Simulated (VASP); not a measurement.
A run of VASP 6.6.1:

Contents of POSCAR:

```
Re
1.0
    2.7930717857      0.0000000000      0.0000000000
    1.3965358929      2.4188711210      0.0000000000
    1.3965358929      0.8062903737      2.2805335633
Re
1
Direct
    0.0000000000      0.0000000000      0.0000000000
```

Contents of INCAR.step1:

```
ALGO = Fast
EDIFF = 1E-6
ENCUT = 520
GGA = RE
ISIF = 2
ISMEAR = 1
ISPIN = 2
IVDW = 12
LASPH = T
LCHARG = T
LMAXMIX = 4
LREAL = F
LWAVE = F
MAGMOM = 0.75
NBANDS = 14
NELM = 150
PREC = Accurate
SIGMA = 0.05
```

Contents of KPOINTS.step1:

```
k-points
0
Gamma
  12 12 12
```

The input INCAR.step2:

```
ALGO = Fast
EDIFF = 1E-6
ENCUT = 520
GGA = RE
ICHARG = 11
ISIF = 2
ISMEAR = -5
ISPIN = 2
IVDW = 12
LASPH = T
LCHARG = F
LMAXMIX = 4
LORBIT = 11
LREAL = F
LWAVE = F
MAGMOM = 0.75
NEDOS = 2001
NELM = 150
PREC = Accurate
SIGMA = 0.05
```

KPOINTS.step2

```
k-points
0
Gamma
  18 18 18
```

Potentials or basis: VASP PAW PBE potentials, release 64 (Re).

The run is started by

```bash
$ cat potpaw_PBE.64/Re/POTCAR > POTCAR
$ cp INCAR.step1 INCAR
$ cp KPOINTS.step1 KPOINTS
$ mpirun -np 1 vasp_std > vasp.out
$ cp INCAR.step2 INCAR
$ cp KPOINTS.step2 KPOINTS
$ mpirun -np 1 vasp_std > vasp.out
```

Hardware: 1 thread of Intel(R) Xeon(R) 6975P-C (Granite Rapids) (shared host).

Q: How long does it take, and how much memory?

A: Run time: 23 s on 1 thread of Intel(R) Xeon(R) 6975P-C (Granite Rapids) (shared host), peak memory 0.18 GiB. Counts: k points 195.
